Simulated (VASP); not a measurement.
Set up this calculation in VASP 6.6.1, as the native input.

| Quantity | Value |
| --- | --- |
| Task | single point |
| Functional | r2SCAN |
| Potentials or basis | VASP PAW PBE potentials, release 64 (B, N) |
| Cutoff | 660 eV |
| k mesh | 10 × 10 × 10 |
| Occupations | gaussian, width 0.01 eV |
| Spin | no spin polarisation |
| Dipole correction | no |
| Further INCAR settings | ALGO = Normal; EDIFF = 1e-06; NBANDS = 11 |

BN (Qingsongite):

```xyz
2
Lattice="0.0000 1.8048 1.8048 1.8048 0.0000 1.8048 1.8048 1.8048 0.0000" Properties=species:S:1:pos:R:3 pbc="T T T"
B     0.0000    0.0000    0.0000
N     0.9024    0.9024    0.9024
```

These files were run (other wordings do the same):

POSCAR

```
BN
1.0
    0.0000000000      1.8048245576      1.8048245576
    1.8048245576      0.0000000000      1.8048245576
    1.8048245576      1.8048245576      0.0000000000
B N
1 1
Direct
    0.0000000000      0.0000000000      0.0000000000
    0.2500000000      0.2500000000      0.2500000000
```

INCAR.step1

```
PREC = Accurate
ENCUT = 660
ISMEAR = 0
SIGMA = 0.01
LREAL = False
LASPH = True
NELM = 120
NBANDS = 11
GGA = PE
ALGO = Normal
EDIFF = 1E-5
LWAVE = True
LCHARG = False
GGA_COMPAT = False
```

INCAR.step2

```
PREC = Accurate
ENCUT = 660
EDIFF = 1E-6
ISMEAR = 0
SIGMA = 0.01
LREAL = False
LASPH = True
NELM = 120
ALGO = Normal
ISIF = 2
LWAVE = False
LCHARG = False
METAGGA = R2SCAN
LMIXTAU = True
NBANDS = 11
ISTART = 1
GGA_COMPAT = False
```

KPOINTS

```
regular mesh
0
Gamma
  10 10 10
```

Potentials or basis: VASP PAW PBE potentials, release 64 (B, N).

Run with:

```bash
$ cat potpaw_PBE.64/B/POTCAR potpaw_PBE.64/N/POTCAR > POTCAR
$ cp INCAR.step1 INCAR
$ mpirun -np 1 vasp_std > vasp.out
$ cp INCAR.step2 INCAR
$ mpirun -np 1 vasp_std > vasp.out
```

It gave:

```
Pressure               : 1.2 GPa
Band gap on the k mesh : 4.98 eV, indirect (least direct gap 9.55 eV)
```

Caveat: the PAW data sets were made with another functional, which shifts forces and pressure a little.

It took 19 s on 1 thread of Intel(R) Xeon(R) Platinum 8559C (Emerald Rapids), with other jobs on the host, peak memory 0.14 GiB.
